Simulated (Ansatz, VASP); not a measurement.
**TiS2 in VASP and in Ansatz**

```
Ti S
1.0
     3.50849    0.00000    0.00000
    -1.75424    3.03844    0.00000
     0.00000    0.00000    5.90342
Ti S
1 2
Cartesian
  0.0000 0.0000 0.0000
  0.0000 2.0256 1.3711
  1.7542 1.0128 4.5323
```

Change from the starting cell: hydrostatic strain +2.9%.

Alike in both runs: task single point; functional HSE06; k mesh 6 × 6 × 4; no spin polarisation.

```csv
,VASP,Ansatz
version,VASP 6.6.1,Ansatz 0.2.0
potentials or method,"VASP PAW PBE potentials, release 64 (Ti_sv, S)","plane waves, PAW"
plane-wave cutoff (eV),400,420
occupations,"gaussian, width 0.01 eV",fixed
valence electrons in the cell,24,24
```

|  | VASP | Ansatz | Ansatz less VASP |
| --- | --- | --- | --- |
| gap on the k mesh at the Fermi level (eV) | 1.00 | 1.01 | +0.013 |
| pressure (GPa) | -3.9 | -3.6 | +0.32 |
| traceless stress, the component that is largest in VASP (GPa) | 2.93 | 2.87 | -0.056 |
| rms of the force components (eV/Å) | 0.104 | 0.107 | +0.0027 |

Atom by atom the forces differ by 0.003 eV/Å (rms over components). Ansatz's warnings: stress exchange threshold loose, stress scf threshold loose.
